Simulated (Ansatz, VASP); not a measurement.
**Two plane-wave programs on W**

```
CELL_PARAMETERS angstrom
-1.67717 1.67717 1.59730
1.67717 -1.67717 1.59730
1.67717 1.67717 -1.59730
ATOMIC_POSITIONS crystal
W 0.00000 0.00000 0.00000
```

Change from the starting cell: strain +0.050 along x and y, +0.000 along z, atoms carried along.

Alike in both runs: task single point; functional PBEsol; k mesh 20 × 20 × 20; occupations gaussian, width 0.15 eV; no spin polarisation.

|  | VASP | Ansatz |
| --- | --- | --- |
| version | VASP 6.6.1 | Ansatz 0.2.0 |
| potentials or method | VASP PAW PBE potentials, release 64 (W_sv), cutoff 520 eV | scalar-relativistic, plane waves, PAW |
| valence electrons in the cell | 14 | 14 |

Ansatz gave:

* gap on the k mesh at the Fermi level (eV): none
* pressure (GPa): -32.7
* traceless stress, the component that is largest in VASP (GPa): 8.15

Question: Estimate VASP's values.

Answer: gap on the k mesh at the Fermi level (eV): none; pressure (GPa): -32.4; traceless stress, the component that is largest in VASP (GPa): 8.15.

VASP's potentials were made for PBE, not for PBEsol. A gap of «none» marks a metal or a gap that the smearing closes. Both programs put the cell under strong tension, so it lies far from rest at this level.

Spin-orbit coupling is off throughout. Noted on VASP's run: the cell as given lies far from equilibrium.
